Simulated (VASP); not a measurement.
# P (R-3m) in VASP: notebook, part 2 of 2

VASP 6.6.1. Earlier steps stand in the parts before.

## 3. Single point, r2SCAN

This run uses another cell than the first one, of 31.97 Å³/atom, 2.127 times its volume.

File POSCAR:

```
P
1.0
    1.7893062867      1.0330564662      8.6476050088
   -1.7893062867      1.0330564662      8.6476050088
    0.0000000000     -2.0661129326      8.6476050088
P
3
Direct
    0.0000000000      0.0000000000      0.0000000000
    0.2222200000      0.2222200000      0.2222200000
    0.7777800000      0.7777800000      0.7777800000
```

File INCAR.step1:

```
SYSTEM = P
PREC = Accurate
ENCUT = 520
ISMEAR = 0
SIGMA = 0.1
LREAL = .False.
LASPH = .True.
NELM = 100
NBANDS = 14
GGA = PE
ALGO = Normal
EDIFF = 1E-4
LWAVE = .True.
LCHARG = .False.
```

File INCAR.step2:

```
SYSTEM = P
PREC = Accurate
ENCUT = 520
EDIFF = 1E-7
ISMEAR = 0
SIGMA = 0.1
LREAL = .False.
LASPH = .True.
NELM = 100
ALGO = Normal
ISIF = 2
LWAVE = .False.
LCHARG = .False.
METAGGA = R2SCAN
LMIXTAU = .True.
NBANDS = 14
ISTART = 1
```

File KPOINTS:

```
Automatic mesh
0
Gamma
  6 6 6
  0 0 0
```

Potentials or basis: VASP PAW PBE potentials, release 64 (P).

Launch:

```sh
> cat potpaw_PBE.64/P/POTCAR > POTCAR
> cp INCAR.step1 INCAR
> mpirun -np 1 vasp_std > vasp.out
> cp INCAR.step2 INCAR
> mpirun -np 1 vasp_std > vasp.out
```

OUTCAR:

```text
SYSTEM = P
   PREC = Accurate
   ENCUT = 520
   EDIFF = 1E-7
   ISMEAR = 0
   LREAL = .False.
   LASPH = .True.
   NELM = 100
   ISIF = 2
   METAGGA = R2SCAN
   ISTART = 1

 ion  position               nearest neighbor table
   1  0.000  0.000  0.000-
   2  0.222  0.222  0.222-
   3  0.778  0.778  0.778-

  LATTYP: Found a trigonal (rhomboedric) cell.
 ALAT       =     8.8910007895
 COS(alpha) =     0.9189975651

  Lattice vectors:

 A1 = (   1.7893062867,   1.0330564662,   8.6476050088)
 A2 = (  -1.7893062867,   1.0330564662,   8.6476050088)
 A3 = (   0.0000000000,  -2.0661129326,   8.6476050088)

Analysis of symmetry for initial positions (statically):
=====================================================================
 Subroutine PRICEL returns:
 Original cell was already a primitive cell.

 Routine SETGRP: Setting up the symmetry group for a
 trigonal (rhombohedral) supercell.

 Subroutine GETGRP returns: Found 12 space group operations
 (whereof 12 operations were pure point group operations)
 out of a pool of 12 trial point group operations.

[... 170 lines left out ...]
 Fermi energy:         1.3837240342

 k-point     1 :       0.0000    0.0000    0.0000
  band No.  band energies     occupation
      1      -9.8907      2.00000
      2      -8.6518      2.00000
      3      -8.6465      2.00000
      4      -0.6977      2.00000
      5      -0.6938      2.00000
      6       2.9525      0.00000
      7       2.9525      0.00000
      8       2.9684      0.00000
      9       2.9684      0.00000
     10       3.4916      0.00000
     11       3.4916      0.00000
     12       3.6245      0.00000
     13       9.4672      0.00000
     14       9.5142      0.00000
[... 377 lines left out ...]
      1      -8.0283      2.00000
      2      -7.9992      2.00000
      3      -7.4157      2.00000
      4      -1.3437      2.00000
      5      -1.0434      2.00000
      6      -0.5614      2.00000
      7       0.1623      2.00000
      8       0.6475      2.00000
      9       1.2554      1.93049
     10       1.4327      0.48828
     11       2.4032      0.00000
     12       2.7889      0.00000
     13       8.5513      0.00000
     14       9.4573      0.00000

 [... further k-points ...]
[... 5 lines left out ...]
  --------------------------------------------------------------------------------------
  -------------------------------------------------------------------------------------
  Total       -9.3521607     -9.3521607     -9.0114050      0.0000000      0.0000000      0.0000000
  in kB     -156.2308158   -156.2308158   -150.5383836      0.0000000      0.0000000      0.0000000
  external PRESSURE =    -154.3333384 kB  Pullay stress =       0.0000000 kB

 VOLUME and BASIS-vectors are now :
 -----------------------------------------------------------------------------
  energy-cutoff  :      520.00
  volume of cell :       95.91
      direct lattice vectors                 reciprocal lattice vectors
     1.789306287  1.033056466  8.647605009     0.279437905  0.161333550  0.038546318
    -1.789306287  1.033056466  8.647605009    -0.279437905  0.161333550  0.038546318
     0.000000000 -2.066112933  8.647605009     0.000000000 -0.322667099  0.038546318

 POSITION                                       TOTAL-FORCE (eV/Angst)
 -----------------------------------------------------------------------------------
      0.00000      0.00000      0.00000         0.000000      0.000000      0.000000
      0.00000     -0.00000      5.76501        -0.000000      0.000000     -0.074742
      0.00000     -0.00000     20.17780        -0.000000     -0.000000      0.074742
 -----------------------------------------------------------------------------------
    total drift:                               -0.000000     -0.000000      0.000000

  FREE ENERGIE OF THE ION-ELECTRON SYSTEM (eV)
  ---------------------------------------------------
  free  energy   TOTEN  =       -18.9005561527 eV

  energy  without entropy=      -18.8808238560  energy(sigma->0) =      -18.89069000
```

It took 21 min on 1 thread of Intel Xeon Platinum 8259CL at 2.50GHz (Skylake/Cascade Lake), shared host; peak memory 0.72 GiB.

Results:

| Item | Value |
| --- | --- |
| Free energy | -18.9006 eV |
| Pressure | -15.4 GPa |
| Largest force | 0.075 eV/Å |

Forces on the atoms (eV/Å):
```
P    0.000  0.000  0.000
P    0.000  0.000 -0.075
P    0.000  0.000  0.075
```

Caveat: the PAW data sets were made with another functional, which shifts forces and pressure a little.

## 4. Single point, r2SCAN

File POSCAR:

```
P
1.0
    1.6665198442      0.9621656806      4.6783632052
   -1.6665198442      0.9621656806      4.6783632052
    0.0000000000     -1.9243313613      4.6783632052
P
3
Direct
    0.0000000000      0.0000000000      0.0000000000
    0.2316866345      0.2316866345      0.2316866345
    0.7683133655      0.7683133655      0.7683133655
```

File INCAR.step1:

```
SYSTEM = P
ALGO = Normal
EDIFF = 1E-4
ENCUT = 520
GGA = PE
ISMEAR = 0
LASPH = .True.
LCHARG = .False.
LREAL = .False.
LWAVE = .True.
NBANDS = 14
NELM = 100
PREC = Accurate
SIGMA = 0.1
```

File INCAR.step2:

```
SYSTEM = P
ALGO = Normal
EDIFF = 1E-7
ENCUT = 520
ISIF = 2
ISMEAR = 0
ISTART = 1
LASPH = .True.
LCHARG = .False.
LMIXTAU = .True.
LREAL = .False.
LWAVE = .False.
METAGGA = R2SCAN
NBANDS = 14
NELM = 100
PREC = Accurate
SIGMA = 0.1
```

File KPOINTS:

```
k-points
0
Gamma
  9 9 9
  0 0 0
```

Launch:

```sh
> cat potpaw_PBE.64/P/POTCAR > POTCAR
> cp INCAR.step1 INCAR
> mpirun -np 1 vasp_std > vasp.out
> cp INCAR.step2 INCAR
> mpirun -np 1 vasp_std > vasp.out
```

Run time: 4.1 min. Hardware: 1 thread of AMD EPYC 9R45 (Zen 5), shared host; peak memory 0.22 GiB.

Results (log left out):

- Free energy: -25.7278 eV
- Pressure: -0.4 GPa
- Largest force: 0.035 eV/Å

Forces on the atoms (eV/Å):
```
P    0.000  0.000  0.000
P    0.000  0.000  0.035
P    0.000  0.000 -0.035
```

Stress tensor (GPa, compression positive):
```
-0.32  0.00  0.00
 0.00 -0.32  0.00
 0.00  0.00 -0.46
```

Levels at points of the mesh, in eV from the Fermi level:
| k point | band 3 | band 4 | band 5 | band 6 | band 7 | band 8 | band 9 | band 10 | band 11 | band 12 |
| --- | --- | --- | --- | --- | --- | --- | --- | --- | --- | --- |
| (0.00, 0.00, 0.00) | -9.92 | -1.40 | -1.40 | -0.88 | -0.88 | 1.40 | 1.90 | 3.32 | 3.32 | 5.41 |

Caveat: the PAW data sets were made with another functional, which shifts forces and pressure a little.

## 5. Summary

```tsv
cell	k mesh	gap on the mesh (eV)	pressure (GPa)	largest force (eV/Å)
a = 5.059 Å, angles 38.5°, 3 atoms	18 × 18 × 18	none	-0.5	0.03
a = 8.891 Å, angles 23.2°, 3 atoms	6 × 6 × 6	none	-15.4	0.07
a = 5.059 Å, angles 38.5°, 3 atoms	9 × 9 × 9	none	-0.4	0.04
```

Alike in all rows: task single point; level r2SCAN; potentials or basis VASP PAW PBE potentials, release 64 (P); no spin polarisation; cutoff (eV) 520; smearing gaussian 0.1 eV.

Caveats: the PAW data sets were made with another functional, which shifts forces and pressure a little.

Absolute energies hang on the potentials; compare differences alone.
